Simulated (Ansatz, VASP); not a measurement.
# One calculation of KF, two programs

```xyz
2
Lattice="0.0000 2.9645 2.9645 2.9645 0.0000 2.9645 2.9645 2.9645 0.0000" Properties=species:S:1:pos:R:3 pbc="T T T"
K     0.0000    0.0000    0.0000
F     1.4822    1.4822    1.4822
```

Alike in both runs: task single point; functional r2SCAN; k mesh 6 × 6 × 6; no spin polarisation.

|  | VASP | Ansatz |
| --- | --- | --- |
| version | VASP 6.6.1 | Ansatz 0.2.0 |
| potentials or method | VASP PAW PBE potentials, release 64 (K_sv, F) | plane waves, PAW |
| plane-wave cutoff (eV) | 520 | 500 |
| occupations | gaussian, width 0.01 eV | fixed |
| valence electrons in the cell | 16 | 16 |

VASP gave:

| Property | Result |
| --- | --- |
| gap on the k mesh at the Fermi level (eV) | 5.67 |
| pressure (GPa) | -0.6 |

Question: What did Ansatz give for the same quantities?

Answer: gap on the k mesh at the Fermi level (eV): 5.68; pressure (GPa): -0.6.

VASP's potentials were made for PBE, not for r2SCAN.
